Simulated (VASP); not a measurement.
Input of a VASP 6.6.1 run:

The input POSCAR:

```
NaF
1.0
    2.8599701471      0.0000000000      0.0000000000
    0.0000000000      2.8599701471      0.0000000000
    0.0000000000      0.0000000000      2.8599701471
Na F
1 1
Direct
    0.0000000000      0.0000000000      0.0000000000
    0.5000000000      0.5000000000      0.5000000000
```

The input INCAR.step1:

```
SYSTEM = NaF
PREC = Accurate ; ENCUT = 520
ISMEAR = 0 ; SIGMA = 0.01
LREAL = .False. ; LASPH = .True.
NELM = 100 ; NBANDS = 14
GGA = PE ; ALGO = Normal
EDIFF = 1E-4 ; LWAVE = .True.
LCHARG = .False.
```

File INCAR.step2:

```
SYSTEM = NaF
PREC = Accurate ; ENCUT = 520
EDIFF = 1E-7 ; ISMEAR = 0
SIGMA = 0.01 ; LREAL = .False.
LASPH = .True. ; NELM = 100
ALGO = Normal ; ISIF = 2
LWAVE = .False. ; LCHARG = .False.
METAGGA = R2SCAN ; LMIXTAU = .True.
NBANDS = 14 ; ISTART = 1
```

File KPOINTS:

```
regular mesh
0
Gamma
  10 10 10
  0 0 0
```

Potentials or basis: VASP PAW PBE potentials, release 64 (Na_pv, F).

Launch:

```console
$ cat potpaw_PBE.64/Na_pv/POTCAR potpaw_PBE.64/F/POTCAR > POTCAR
$ cp INCAR.step1 INCAR
$ mpirun -np 1 vasp_std > vasp.out
$ cp INCAR.step2 INCAR
$ mpirun -np 1 vasp_std > vasp.out
```

Question: What does it give for the pressure?

Answer: -4.3 GPa.

Question: Estimate the band gap on the k mesh.

Answer: 6.65 eV (least direct gap 6.96 eV).

Caveat: the cell differs from its parent crystal (strain +2.4%); the cell stands under tension; the PAW data sets were made with another functional, which shifts forces and pressure a little. A k mesh can miss the band edges.
